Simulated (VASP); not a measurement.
A run of VASP 6.6.1:

Contents of INCAR:

```
SYSTEM = Mg12H
PREC = Accurate
ENCUT = 520
EDIFF = 1E-7
ISMEAR = -1
SIGMA = 0.05
LREAL = .False.
LASPH = .True.
NELM = 60
ALGO = Normal
ISIF = 2
LWAVE = .False.
LCHARG = .False.
GGA = PE
NBANDS = 24
```

KPOINTS

```
Automatic mesh
0
Gamma
  2 2 2
  0 0 0
```

Contents of POSCAR:

```
Mg12H
1.0
    6.4200000000      0.0000000000      0.0000000000
   -4.8150000000      8.3398250000      0.0000000000
    0.0000000000      0.0000000000      5.2130400000
Mg H
12 1
Direct
    0.0004095995      0.0191131109      0.0186071851
    0.2009769915      0.2383743064      0.5079761521
    0.0611697625      0.3612066200      0.0176288691
    0.1218925718      0.5798443013      0.3831545509
    0.0327257701      0.6994391369     -0.0740067216
    0.1927189169      0.9386407988      0.5343331338
    0.4709933255      0.0194968120      0.0093611405
    0.6452130993      0.2663485145      0.4518476743
    0.5691657115      0.3772261408     -0.0753878735
    0.6264588019      0.5344476653      0.4600578549
    0.5393390754      0.6820886529     -0.1190859844
    0.7388192716      0.9642408564      0.5300362169
    0.4154803593      0.7717308217      0.2403587926
```

Potentials or basis: VASP PAW PBE potentials, release 64 (Mg, H).

Launch:

```bash
$ cat potpaw_PBE.64/Mg/POTCAR potpaw_PBE.64/H/POTCAR > POTCAR
$ mpirun -np 1 vasp_std > vasp.out
```

Hardware: 1 thread of Intel Xeon 6975P-C, on a shared host.

Q: Estimate the wall time of this run.

A: Run time: 92 s on 1 thread of Intel Xeon 6975P-C (shared host), peak memory 0.37 GiB. Counts: scf iterations 15, k points 8.
